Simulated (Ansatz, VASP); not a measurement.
## AsSe4: VASP beside Ansatz

```
As Se
1.0
    -3.22332    3.22332    3.22332
     3.22332   -3.22332    3.22332
     3.22332    3.22332   -3.22332
As Se
1 4
Direct
  0.00000 0.00000 0.00000
  0.43101 0.43101 0.43101
  0.56899 0.00000 0.00000
  0.00000 0.00000 0.56899
  0.00000 0.56899 0.00000
```

Change from the starting cell: species swapped into the GeF4 type (I-43m, No. 217).

Alike in both runs: functional PBE; k mesh 8 × 8 × 8; occupations gaussian, width 0.1 eV; no spin polarisation.

Ansatz relaxed the structure, and its values are those at the end. VASP's run is a single point on that final structure, the one shown.

|  | VASP | Ansatz |
| --- | --- | --- |
| version | VASP 6.6.1 | Ansatz 0.2.0 |
| potentials or method | VASP PAW PBE potentials, release 64 (As, Se), cutoff 520 eV | scalar-relativistic, plane waves, PAW |
| valence electrons in the cell | 29 | 79 |

```csv
,VASP,Ansatz,Ansatz less VASP
gap on the k mesh at the Fermi level (eV),none,none,-
pressure (GPa),0.1,0.0,-0.10
rms of the force components (eV/Å),0.012,0.000,-0.0117
```

A gap of «none» marks a metal or a gap that the smearing closes. VASP's potentials hold 29 valence electrons a cell and Ansatz's 79, so a difference there can come from the potentials and not from the codes.
